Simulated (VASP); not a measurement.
GaS, 16 atoms in the cell. The structure is hexagonal, space group P6_3/mmc (No. 194). The conventional cell has a = 3.591 Å, b = 3.591 Å, c = 15.419 Å, α = 90.00°, β = 90.00°, γ = 120.00°. Within 3.1 Å of Ga (site symmetry 3m) lie 3 S at 2.34 Å and 1 Ga at 2.45 Å. Within 3.1 Å of S (site symmetry 3m) lie 3 Ga at 2.34 Å. 

- Program: VASP 6.6.1
- Task: single point
- Functional: PBE
- Dispersion: D3(BJ)
- Potentials or basis: VASP PAW PBE potentials, release 64 (Ga_d, S)
- Cutoff: 500 eV
- k mesh: 10 × 10 × 2
- Occupations: gaussian, width 0.1 eV
- Spin: no spin polarisation
- Dipole correction: no
- Further INCAR settings: ALGO = Normal; EDIFF = 1e-06; NBANDS = 90

Potentials or basis: VASP PAW PBE potentials, release 64 (Ga_d, S).

Run with:

```sh
$ cat potpaw_PBE.64/Ga_d/POTCAR potpaw_PBE.64/S/POTCAR > POTCAR
$ mpirun -np 4 vasp_std > vasp.out
```

Hardware: 4 MPI ranks on Oxide Virtual Turin-like Processor, on a shared host.

How long does it take, and how much memory?

Wall time 11 min on 4 MPI ranks on Oxide Virtual Turin-like Processor, with other jobs on the host, peak memory 1.4 GiB a rank. Counts: scf iterations 15, k points 72.
